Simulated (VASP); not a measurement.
A run of VASP 6.6.1 is set up as follows.

File INCAR:

```
ALGO     = Normal         # electronic algorithm
EDIFF    = 1E-7           # SCF threshold, eV
ENCUT    = 520            # plane-wave cutoff, eV
GGA      = PE             # functional
ISIF     = 2              # what is computed and relaxed
ISMEAR   = -1             # smearing method
LASPH    = T              # aspherical terms in the spheres
LCHARG   = F              # write CHGCAR
LREAL    = F              # projectors in reciprocal space
LWAVE    = F              # write WAVECAR
NBANDS   = 16             # bands
NELM     = 100            # most SCF steps
PREC     = Accurate       # precision mode
SIGMA    = 0.02           # smearing width, eV
```

Contents of KPOINTS:

```
k-points
0
Gamma
  8 8 8
```

The input POSCAR:

```
CuI
1.0
    0.0000000000      2.8561103470      2.8561103470
    2.8561103470      0.0000000000      2.8561103470
    2.8561103470      2.8561103470      0.0000000000
Cu I
1 1
Direct
    0.0000000000      0.0000000000      0.0000000000
    0.5000000000      0.5000000000      0.5000000000
```

Potentials or basis: VASP PAW PBE potentials, release 64 (Cu, I).

The run is started by

```bash
$ cat potpaw_PBE.64/Cu/POTCAR potpaw_PBE.64/I/POTCAR > POTCAR
$ mpirun -np 1 vasp_std > vasp.out
```

Task: Predict the pressure.

Result: 0.7 GPa.

Task: Estimate the band gap on the k mesh.

Result: Zero (band 9 reaches 6.31 eV, above the bottom of band 10 at 5.84 eV).

Caveat: spin-orbit coupling is left out, which moves the levels of the heavy elements; semilocal functionals often make such compounds metallic where correlation or magnetic order opens a gap, which also shifts bond lengths.
